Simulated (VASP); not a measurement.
Here is a VASP 6.6.1 calculation.

File INCAR:

```
PREC = Accurate ; ENCUT = 520
EDIFF = 1E-8 ; ISMEAR = -1
SIGMA = 0.03 ; LREAL = False
LASPH = True ; NELM = 80
ALGO = Normal ; ISIF = 2
LWAVE = False ; LCHARG = False
GGA = PE ; LEFG = True
NBANDS = 16
```

KPOINTS

```
regular mesh
0
Gamma
  11 11 11
```

Contents of POSCAR:

```
InP
1.0
    0.0000000000      2.8358383488      2.8358383488
    2.8358383488      0.0000000000      2.8358383488
    2.8358383488      2.8358383488      0.0000000000
In P
1 1
Direct
    0.0000000000      0.0000000000      0.0000000000
    0.5000000000      0.5000000000      0.5000000000
```

Potentials or basis: VASP PAW PBE potentials, release 64 (In_d, P).

Run with:

```console
$ cat potpaw_PBE.64/In_d/POTCAR potpaw_PBE.64/P/POTCAR > POTCAR
$ mpirun -np 1 vasp_std > vasp.out
```

(1) What does it give for the pressure?

(2) Predict the band gap on the k mesh.

Results:

(1) -4.4 GPa.

(2) zero (bands 9 and 10 overlap by 2.36 eV).

Caveat: the cell stands under tension; spin-orbit coupling is left out, which moves the levels of the heavy elements.
